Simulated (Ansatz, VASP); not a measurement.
## Fe in VASP and in Ansatz

File INCAR:

```
SYSTEM = Fe
PREC     = Accurate       ! precision mode
ENCUT    = 600            ! plane-wave cutoff, eV
EDIFF    = 1E-7           ! SCF threshold, eV
ISMEAR   = -1             ! smearing method
SIGMA    = 0.05           ! smearing width, eV
LREAL    = .FALSE.        ! projectors in reciprocal space
LASPH    = .TRUE.         ! aspherical terms in the spheres
NELM     = 150            ! most SCF steps
ALGO     = Normal         ! electronic algorithm
ISIF     = 3              ! what is computed and relaxed
LWAVE    = .FALSE.        ! write WAVECAR
LCHARG   = .FALSE.        ! write CHGCAR
ISPIN    = 2              ! spin polarisation
MAGMOM   = 3              ! initial moments
LORBIT   = 11             ! projections on sites
LMAXMIX  = 4              ! l up to which the mixer works
GGA      = RE             ! functional
IVDW     = 12             ! dispersion correction
IBRION   = 2              ! ionic algorithm
NSW      = 80             ! ionic steps
EDIFFG   = -0.02          ! ionic threshold
```

KPOINTS

```
regular mesh
0
G
  13 13 13
  0 0 0
```

Contents of POSCAR:

```
Fe
1.0
   -1.4430000000      1.4430000000      1.4430000000
    1.4430000000     -1.4430000000      1.4430000000
    1.4430000000      1.4430000000     -1.4430000000
Fe
1
Direct
    0.0000000000      0.0000000000      0.0000000000
```

File input.yaml:

```yaml
crystal:
  lattice:
    - [-1.443, 1.443, 1.443]
    - [1.443, -1.443, 1.443]
    - [1.443, 1.443, -1.443]
  atoms:
    - { symbol: Fe, position: [0.0, 0.0, 0.0], spin: 3.0 }
kpoints:
  mp_grid: { grid: [13, 13, 13] }
scf:
  occupations: { method: fermi_dirac, width: 0.05 }
hamiltonian:
  xc: revpbe
  dispersion: d3bj
  pseudopotentials: { kind: all_electron, lapw: { basis_error: 0.001 } }
magnetization:
  spin_polarized: true
output:
  forces: true
  stress: true
relax:
  f_tol: 0.02
  max_steps: 60
  cell: {}
```

Alike in both runs: task relaxation of cell and atoms; functional revPBE; dispersion D3(BJ); k mesh 13 × 13 × 13; occupations fermi-dirac, width 0.05 eV; collinear spin.

```csv
,VASP,Ansatz
version,VASP 6.6.1,Ansatz 0.2.0
potentials or method,"VASP PAW PBE potentials, release 64 (Fe), cutoff 600 eV","all-electron LAPW, scalar-relativistic"
```

```csv
,VASP,Ansatz,Ansatz less VASP
net moment per atom (μB),2.10,2.09,-0.017
size of the moment on the site where the two differ most (μB),2.10,2.14,+0.047
relaxed volume (Å³/atom),10.96,10.97,+0.014
relaxed length of the cell vector where the two differ most in proportion (Å),2.424,2.425,+0.0010
```

VASP's potentials were made for PBE, not for revPBE. Site moments also hang on the region over which each program counts them. Ansatz ran all-electron here, and VASP with PAW potentials.
